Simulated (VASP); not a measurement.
Here is a VASP 6.6.1 calculation.

Contents of POSCAR:

```
Nb
1.0
    0.0000000000      2.1744182734      2.1744182734
    2.1744182734      0.0000000000      2.1744182734
    2.1744182734      2.1744182734      0.0000000000
Nb
1
Direct
    0.0000000000      0.0000000000      0.0000000000
```

Contents of INCAR.step1:

```
PREC = Accurate
ENCUT = 520
ISMEAR = 0
SIGMA = 0.1
LREAL = F
LASPH = T
NELM = 60
NBANDS = 12
GGA = PE
ALGO = Normal
EDIFF = 1E-4
LWAVE = T
LCHARG = F
```

File INCAR.step2:

```
PREC = Accurate
ENCUT = 520
EDIFF = 1E-7
ISMEAR = 0
SIGMA = 0.1
LREAL = F
LASPH = T
NELM = 60
ALGO = Normal
ISIF = 2
LWAVE = F
LCHARG = F
METAGGA = R2SCAN
LMIXTAU = T
NBANDS = 12
ISTART = 1
```

The input KPOINTS:

```
Automatic mesh
0
Gamma
  18 18 18
```

Potentials or basis: VASP PAW PBE potentials, release 64 (Nb_sv).

The run is started by

```sh
$ cat potpaw_PBE.64/Nb_sv/POTCAR > POTCAR
$ cp INCAR.step1 INCAR
$ mpirun -np 1 vasp_std > vasp.out
$ cp INCAR.step2 INCAR
$ mpirun -np 1 vasp_std > vasp.out
```

(1) Predict the pressure.

## Answers

(1) -13.8 GPa.

Caveat: the PAW data sets were made with another functional, which shifts forces and pressure a little.
